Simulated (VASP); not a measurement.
A run of VASP 6.6.1 is set up as follows.

File INCAR:

```
SYSTEM = Nb
PREC     = Accurate       ! precision mode
ENCUT    = 600            ! plane-wave cutoff, eV
EDIFF    = 1E-6           ! SCF threshold, eV
ISMEAR   = 1              ! smearing method
SIGMA    = 0.05           ! smearing width, eV
LREAL    = .False.        ! projectors in reciprocal space
LASPH    = .True.         ! aspherical terms in the spheres
NELM     = 80             ! most SCF steps
ALGO     = Normal         ! electronic algorithm
ISIF     = 3              ! what is computed and relaxed
LWAVE    = .False.        ! write WAVECAR
LCHARG   = .False.        ! write CHGCAR
IBRION   = 2              ! ionic algorithm
NSW      = 80             ! ionic steps
EDIFFG   = -0.02          ! ionic threshold
PSTRESS  = 200.0
```

The input KPOINTS:

```
Automatic mesh
0
Gamma
  18 18 18
  0 0 0
```

POSCAR

```
Nb
1.0
   -1.6639500000      1.6639500000      1.6639500000
    1.6639500000     -1.6639500000      1.6639500000
    1.6639500000      1.6639500000     -1.6639500000
Nb
1
Direct
    0.0000000000      0.0000000000      0.0000000000
```

Potentials or basis: VASP PAW LDA potentials, release 64 (Nb_sv).

The run is started by

```console
$ cat potpaw_LDA.64/Nb_sv/POTCAR > POTCAR
$ mpirun -np 1 vasp_std > vasp.out
```

Question: Predict the space group after relaxing (to 0.05 Å).

Answer: Im-3m (No. 229).

Question: Predict the relaxed cell.

Answer: a = 2.728 Å, b = 2.728 Å, c = 2.728 Å, α = 109.47°, β = 109.47°, γ = 109.47°.

Final structure:
```
Nb
1.0
    -1.57511    1.57511    1.57511
     1.57511   -1.57511    1.57511
     1.57511    1.57511   -1.57511
Nb
1
Direct
  0.00000 0.00000 0.00000
```

Caveat: the cell is relaxed towards a set pressure, so the enthalpy falls and the energy may rise. LDA usually gives volumes a few per cent too small.
